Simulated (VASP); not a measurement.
# SiNi3 (Pm-3m) in VASP: further runs, part 2 of 2

VASP 6.6.1. Earlier steps stand in the parts before.

### 3 Relaxation of cell and atoms, r2SCAN

This run uses another cell than the first one, of 11.11 Å³/atom, 1.008 times its volume.

Contents of POSCAR:

```
SiNi3
1.0
    3.5420000000      0.0000000000      0.0000000000
    0.0000000000      3.5420000000      0.0000000000
    0.0000000000      0.0000000000      3.5420000000
Si Ni
1 3
Direct
    0.0000000000      0.0000000000      0.0000000000
    0.0000000000      0.5000000000      0.5000000000
    0.5000000000      0.0000000000      0.5000000000
    0.5000000000      0.5000000000      0.0000000000
```

Contents of INCAR.step1:

```
PREC     = Accurate       # precision mode
ENCUT    = 600            # plane-wave cutoff, eV
ISMEAR   = 0              # smearing method
SIGMA    = 0.1            # smearing width, eV
LREAL    = F              # projectors in reciprocal space
LASPH    = T              # aspherical terms in the spheres
NELM     = 80             # most SCF steps
GGA      = PE             # functional
ALGO     = Normal         # electronic algorithm
EDIFF    = 1E-4           # SCF threshold, eV
LWAVE    = T              # write WAVECAR
LCHARG   = F              # write CHGCAR
```

Contents of INCAR.step2:

```
PREC     = Accurate       # precision mode
ENCUT    = 600            # plane-wave cutoff, eV
EDIFF    = 1E-6           # SCF threshold, eV
ISMEAR   = 0              # smearing method
SIGMA    = 0.1            # smearing width, eV
LREAL    = F              # projectors in reciprocal space
LASPH    = T              # aspherical terms in the spheres
NELM     = 80             # most SCF steps
ALGO     = Normal         # electronic algorithm
ISIF     = 3              # what is computed and relaxed
LWAVE    = F              # write WAVECAR
LCHARG   = F              # write CHGCAR
METAGGA  = R2SCAN         # meta-GGA
LMIXTAU  = T            
IBRION   = 2              # ionic algorithm
NSW      = 100            # ionic steps
EDIFFG   = -0.05          # ionic threshold
ISTART   = 1
```

Contents of KPOINTS:

```
Automatic mesh
0
Gamma
  6 6 6
```

Potentials or basis: VASP PAW PBE potentials, release 64 (Si, Ni).

The run is started by

```sh
cat potpaw_PBE.64/Si/POTCAR potpaw_PBE.64/Ni/POTCAR > POTCAR
cp INCAR.step1 INCAR
mpirun -np 1 vasp_std > vasp.out
cp INCAR.step2 INCAR
mpirun -np 1 vasp_std > vasp.out
```

OUTCAR:

```text
PREC = Accurate
   ENCUT = 600
   EDIFF = 1E-6
   ISMEAR = 0
   LREAL = F
   LASPH = T
   NELM = 80
   ISIF = 3
   METAGGA = R2SCAN
   IBRION = 2
   NSW = 100
   EDIFFG = -0.05
   ISTART = 1

 ion  position               nearest neighbor table
   1  0.000  0.000  0.000-   2 2.50   3 2.50   4 2.50   2 2.50   3 2.50   2 2.50   4 2.50   2 2.50
                             3 2.50   4 2.50   3 2.50   4 2.50
   2  0.000  0.500  0.500-   1 2.50   3 2.50   4 2.50   1 2.50   4 2.50   1 2.50   3 2.50   1 2.50
                             3 2.50   4 2.50   4 2.50   3 2.50
   3  0.500  0.000  0.500-   1 2.50   2 2.50   4 2.50   1 2.50   4 2.50   2 2.50   4 2.50   4 2.50
                             1 2.50   2 2.50   1 2.50   2 2.50
   4  0.500  0.500  0.000-   1 2.50   2 2.50   3 2.50   2 2.50   3 2.50   1 2.50   3 2.50   3 2.50
                             1 2.50   2 2.50   2 2.50   1 2.50

  LATTYP: Found a simple cubic cell.
 ALAT       =     3.5420000000

  Lattice vectors:

 A1 = (   3.5420000000,   0.0000000000,   0.0000000000)
 A2 = (   0.0000000000,   3.5420000000,   0.0000000000)
 A3 = (   0.0000000000,   0.0000000000,   3.5420000000)

Analysis of symmetry for initial positions (statically):
=====================================================================
 Subroutine PRICEL returns:
 Original cell was already a primitive cell.

 Routine SETGRP: Setting up the symmetry group for a
 simple cubic supercell.

 Subroutine GETGRP returns: Found 48 space group operations
 (whereof 48 operations were pure point group operations)
 out of a pool of 48 trial point group operations.

The static configuration has the point symmetry O_h .

Analysis of symmetry for dynamics (positions and initial velocities):
=====================================================================
 Subroutine PRICEL returns:
 Original cell was already a primitive cell.

 Routine SETGRP: Setting up the symmetry group for a
 simple cubic supercell.

 Subroutine GETGRP returns: Found 48 space group operations
 (whereof 48 operations were pure point group operations)
 out of a pool of 48 trial point group operations.

The dynamic configuration has the point symmetry O_h .

 Subroutine INISYM returns: Found 48 space group operations
 (whereof 48 operations are pure point group operations),
 and found     1 'primitive' translations

----------------------------------------------------------------------------------------

                                     Primitive cell

  volume of cell :      44.4371

  direct lattice vectors                    reciprocal lattice vectors
     3.542000000  0.000000000  0.000000000     0.282326369  0.000000000  0.000000000
     0.000000000  3.542000000  0.000000000     0.000000000  0.282326369  0.000000000
     0.000000000  0.000000000  3.542000000     0.000000000  0.000000000  0.282326369

  length of vectors
     3.542000000  3.542000000  3.542000000     0.282326369  0.282326369  0.282326369

  position of ions in fractional coordinates (direct lattice)
     0.000000000  0.000000000  0.000000000
     0.000000000  0.500000000  0.500000000
     0.500000000  0.000000000  0.500000000
     0.500000000  0.500000000  0.000000000

  ion indices of the primitive-cell ions
   primitive index   ion index
                 1           1
                 2           2
                 3           3
                 4           4

----------------------------------------------------------------------------------------

 KPOINTS: Automatic mesh

Automatic generation of k-mesh.
 Grid dimensions read from file:
 generate k-points for:    6    6    6

 Generating k-lattice:

  Cartesian coordinates                     Fractional coordinates (reciprocal lattice)
     0.047054395  0.000000000  0.000000000     0.166666667  0.000000000  0.000000000
     0.000000000  0.047054395  0.000000000     0.000000000  0.166666667  0.000000000
     0.000000000  0.000000000  0.047054395     0.000000000  0.000000000  0.166666667

  Length of vectors
     0.047054395  0.047054395  0.047054395

  Shift w.r.t. Gamma in fractional coordinates (k-lattice)
     0.000000000  0.000000000  0.000000000

 Subroutine IBZKPT returns following result:
 ===========================================

 Found     20 irreducible k-points:

 Following reciprocal coordinates:
            Coordinates               Weight
  0.000000  0.000000  0.000000      1.000000
  0.166667  0.000000  0.000000      6.000000
  0.333333  0.000000  0.000000      6.000000
  0.500000  0.000000  0.000000      3.000000
  0.166667  0.166667  0.000000     12.000000
  0.333333  0.166667  0.000000     24.000000
[... 12 lines left out ...]
  0.500000  0.500000  0.333333      6.000000
  0.500000  0.500000  0.500000      1.000000
   k-points           NKPTS =     20   k-points in BZ     NKDIM =     20   number of bands    NBANDS=     21
   number of dos      NEDOS =    301   number of ions     NIONS =      4
   total plane-waves  NPLWV =  21952
   dimension x,y,z NGX =    28 NGY =   28 NGZ =   28
   dimension x,y,z NGXF=    56 NGYF=   56 NGZF=   56
   ions per type =               1   3
   NGX,Y,Z   is equivalent  to a cutoff of  13.14, 13.14, 13.14 a.u.
   NGXF,Y,Z  is equivalent  to a cutoff of  26.28, 26.28, 26.28 a.u.
 SYSTEM =  unknown system
   PREC   = accura    normal or accurate (medium, high low for compatibility)
   ISTART =      1    job   : 0-new  1-cont  2-samecut
   ICHARG =      0    charge: 1-file 2-atom 10-const
   ISPIN  =      1    spin polarized calculation?
   LNONCOLLINEAR =      F non collinear calculations
   LSORBIT =      F    spin-orbit coupling
   LASPH  =      T    aspherical Exc in radial PAW
   ENCUT  =  600.0 eV  44.10 Ry    6.64 a.u.   7.07  7.07  7.07*2*pi/ulx,y,z
   NELM   =     80;   NELMIN=  2; NELMDL=  0     # of ELM steps
   EDIFF  = 0.1E-05   stopping-criterion for ELM
   LREAL  =      F    real-space projection
   EDIFFG = -.5E-01   stopping-criterion for IOM
   NSW    =    100    number of steps for IOM
   IBRION =      2    ionic relax: 0-MD 1-quasi-New 2-CG
   NFREE  =      1    steps in history (QN), initial steepest desc. (CG)
   ISIF   =      3    stress and relaxation
   ISYM   =      2    0-nonsym 1-usesym 2-fastsym
   POTIM  = 0.5000    time-step for ionic-motion
   TEBEG  =    0.0;   TEEND  =   0.0 temperature during run
   PSTRESS=    0.0 pullay stress
   NELECT =      34.0000    total number of electrons
   NUPDOWN=      -1.0000    fix difference up-down
   EMIN   =  10.00;   EMAX   =-10.00  energy-range for DOS
   EFERMI =   0.00;   METHOD = LEGACY
   ISMEAR =     0;   SIGMA  =   0.10  broadening in eV -4-tet -1-fermi 0-gaus
   EFERMI_NEDOS =   21; number of points for ismear=-14 and -15
   IALGO  =     38    algorithm
   IMIX   =      4    mixing-type and parameters
     AMIX     =   0.40;   BMIX     =  1.00
     AMIX_MAG =   1.60;   BMIX_MAG =  1.00
  volume/ion in A,a.u.               =      11.11        74.97
  Fermi-wavevector in a.u.,A,eV,Ry     =   1.497336  2.829555 30.504465  2.242015
  Thomas-Fermi vector in A             =   2.609237
   LORBIT       =      0    0 simple, 1 ext, 2 COOP (PROOUT), +10 PAW based schemes
   METAGGA = R2SCAN    functional components
   LHFCALC =     F    Hartree Fock is set to
   AEXX    =    0.0000 exact exchange contribution
   IVDW    =     0    specifies the selected vdW correction
   LEPSILON=     F    determine dielectric tensor
   LRPA    =     F    only Hartree local field effects (RPA)
 conjugate gradient relaxation of ions
 non-spin polarized calculation
 Gauss-broadening in eV      SIGMA  =   0.10
  energy-cutoff  :      600.00
  volume of cell :       44.44
 maximum number of plane-waves:      1503
   NGX = 15   NGY = 15   NGZ = 15

--------------------------------------- Ionic step        1  -------------------------------------------

 number of electron      33.9999988 magnetization

 Free energy of the ion-electron system (eV)
  ---------------------------------------------------
  ext. energy  EPLUGINS =         0.00000000
  ---------------------------------------------------
  free energy    TOTEN  =       -46.25667894 eV

  energy without entropy =      -46.24824554  energy(sigma->0) =      -46.25246224

------------------------ aborting loop because EDIFF is reached ----------------------------------------

  FORCE on cell =-STRESS in cart. coord.  units (eV):
  Direction    XX          YY          ZZ          XY          YZ          ZX
  --------------------------------------------------------------------------------------
  -------------------------------------------------------------------------------------
  Total       -3.6721681     -3.6721681     -3.6721681     -0.0000000     -0.0000000      0.0000000
  in kB     -132.3998429   -132.3998429   -132.3998429     -0.0000000     -0.0000000      0.0000000
  external PRESSURE =    -132.3998429 kB  Pullay stress =       0.0000000 kB
[... 61 lines left out ...]
  energy  without entropy=      -46.2105598120  energy(sigma->0) =      -46.21415188

--------------------------------------- Ionic step        3  -------------------------------------------

 number of electron      33.9999971 magnetization

 Free energy of the ion-electron system (eV)
  ---------------------------------------------------
  ext. energy  EPLUGINS =         0.00000000
  ---------------------------------------------------
  free energy    TOTEN  =       -46.38078025 eV

  energy without entropy =      -46.37297917  energy(sigma->0) =      -46.37687971

 E-fermi :  11.0102     XC(G=0): -14.4026

 val. band max:       10.9622108716   @ k =   0.5000   0.5000   0.3333
 cond. band min:      11.0432373011   @ k =   0.0000   0.0000   0.0000
 fundamental gap:      0.0810264294
 Fermi energy:        11.0101677172

 k-point     1 :       0.0000    0.0000    0.0000
  band No.  band energies     occupation
      1      -1.7798      2.00000
      2       5.6960      2.00000
      3       6.5804      2.00000
      4       6.5804      2.00000
      5       7.1637      2.00000
      6       7.1637      2.00000
[... 500 lines left out ...]
  FREE ENERGIE OF THE ION-ELECTRON SYSTEM (eV)
  ---------------------------------------------------
  free  energy   TOTEN  =       -46.3807802475 eV

  energy  without entropy=      -46.3729791699  energy(sigma->0) =      -46.37687971

 reached required accuracy - stopping structural energy minimisation
```

Wall time 3.7 min (1 thread of Intel Xeon Platinum 8488C (Sapphire Rapids), shared host); peak memory 0.17 GiB.

What came out:

- Free energy: -46.3808 eV
- Relaxed volume: 10.41 Å³/atom
- Relaxed cell: a = 3.467 Å, b = 3.467 Å, c = 3.467 Å, α = 90.00°, β = 90.00°, γ = 90.00°
- Space group after relaxing (to 0.05 Å): Pm-3m (No. 221)
- Energy gained by relaxing: 31.0 meV/atom
- Ionic steps: 3
- Pressure after relaxing: 0.1 GPa
- Band gap on the k mesh: zero (band 17 reaches 11.04 eV, above the bottom of band 18 at 10.77 eV)

The path:
```
step  energy change (eV)  largest force (eV/Å)  pressure (GPa)  volume (Å³)
   1              0.0000                0.0000          -13.24        44.44
   2              0.0389                0.0000           19.77        38.79
   3             -0.1241                0.0000            0.12        41.66
```

Final structure:
```xyz
4
Lattice="3.4666 0.0000 0.0000 0.0000 3.4666 0.0000 0.0000 0.0000 3.4666" Properties=species:S:1:pos:R:3 pbc="T T T"
Si    0.0000    0.0000    0.0000
Ni    0.0000    1.7333    1.7333
Ni    1.7333    0.0000    1.7333
Ni    1.7333    1.7333    0.0000
```

Levels at points of the mesh, in eV from the Fermi level:
```
           k point  band 15  band 16  band 17  band 18  band 19  band 20
(0.00, 0.00, 0.00)    -0.77    -0.38     0.03     0.03     0.03     5.59
(0.50, 0.00, 0.00)    -1.29    -0.70     0.03     3.89     3.89     5.56
(0.50, 0.50, 0.00)    -1.23    -1.12    -1.01     0.67     0.67     6.07
(0.50, 0.50, 0.50)    -1.37    -0.53    -0.24    -0.24    -0.24     1.51
```

Caveat: the PAW data sets were made with another functional, which shifts forces and pressure a little. Spin polarisation is off, so any magnetic state and its effect on volume and gap are missing.
